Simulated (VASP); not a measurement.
Input of a VASP 6.6.1 run:

Contents of INCAR:

```
SYSTEM = ZnO
  ALGO = Normal
  EDIFF = 1E-6
  EDIFFG = -0.002
  ENCUT = 600
  GGA = RP
  IBRION = 2
  ISIF = 3
  ISMEAR = 0
  LASPH = .TRUE.
  LCHARG = .FALSE.
  LREAL = .FALSE.
  LWAVE = .FALSE.
  NELM = 100
  NSW = 100
  PREC = Accurate
  SIGMA = 0.02
```

KPOINTS

```
k-points
0
G
  9 9 6
  0 0 0
```

POSCAR

```
ZnO
1.0
    3.3153065239      0.0000000000      0.0000000000
   -1.6576532619      2.8711396710      0.0000000000
    0.0000000000      0.0000000000      5.3531697776
Zn O
2 2
Direct
    0.3333333333      0.6666666667      0.0019469875
    0.6666666667      0.3333333333      0.5019469875
    0.3333333333      0.6666666667      0.3810530125
    0.6666666667      0.3333333333      0.8810530125
```

Potentials or basis: VASP PAW PBE potentials, release 64 (Zn, O).

The run is started by

```sh
$ cat potpaw_PBE.64/Zn/POTCAR potpaw_PBE.64/O/POTCAR > POTCAR
$ mpirun -np 1 vasp_std > vasp.out
```

What does it give for the relaxed cell?

a = 3.325 Å, b = 3.325 Å, c = 5.364 Å, α = 90.00°, β = 90.00°, γ = 120.00°.

What does it give for the relaxed volume?

12.84 Å³/atom.

Final structure:
```
Zn O
1.0
     3.32472    0.00000    0.00000
    -1.66236    2.87929    0.00000
     0.00000    0.00000    5.36411
Zn O
2 2
Direct
  0.33333 0.66667 0.00189
  0.66667 0.33333 0.50189
  0.33333 0.66667 0.38111
  0.66667 0.33333 0.88111
```

Caveat: the PAW data sets were made with another functional, which shifts forces and pressure a little. RPBE and its kin give volumes clearly too large for solids.
